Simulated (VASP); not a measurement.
Input of a VASP 6.6.1 run:

Contents of INCAR:

```
SYSTEM = BN
PREC     = Accurate       ! precision mode
ENCUT    = 520            ! plane-wave cutoff, eV
EDIFF    = 1E-6           ! SCF threshold, eV
ISMEAR   = -1             ! smearing method
SIGMA    = 0.02           ! smearing width, eV
LREAL    = .FALSE.        ! projectors in reciprocal space
LASPH    = .TRUE.         ! aspherical terms in the spheres
NELM     = 80             ! most SCF steps
ALGO     = Normal         ! electronic algorithm
ISIF     = 2              ! what is computed and relaxed
LWAVE    = .FALSE.        ! write WAVECAR
LCHARG   = .FALSE.        ! write CHGCAR
GGA      = PE             ! functional
NBANDS   = 11             ! bands
```

KPOINTS

```
Automatic mesh
0
G
  12 12 12
  0 0 0
```

Contents of POSCAR:

```
BN
1.0
    0.0185057549      1.7458259350      1.7458259350
    1.7458259350      0.0185057549      1.7458259350
    1.7643316899      1.7643316899      0.0000000000
B N
1 1
Direct
    0.0000000000      0.0000000000      0.0000000000
    0.5000000000      0.5000000000      0.5000000000
```

Potentials or basis: VASP PAW PBE potentials, release 64 (B, N).

The run is started by

```console
$ cat potpaw_PBE.64/B/POTCAR potpaw_PBE.64/N/POTCAR > POTCAR
$ mpirun -np 1 vasp_std > vasp.out
```

(1) Predict the pressure.

(2) What does it give for the band gap on the k mesh?

Results:

(1) 4.0 GPa.

(2) 0.99 eV, indirect (least direct gap 5.66 eV).

Caveat: the cell differs from its parent crystal (shear xy strain +2.1%).
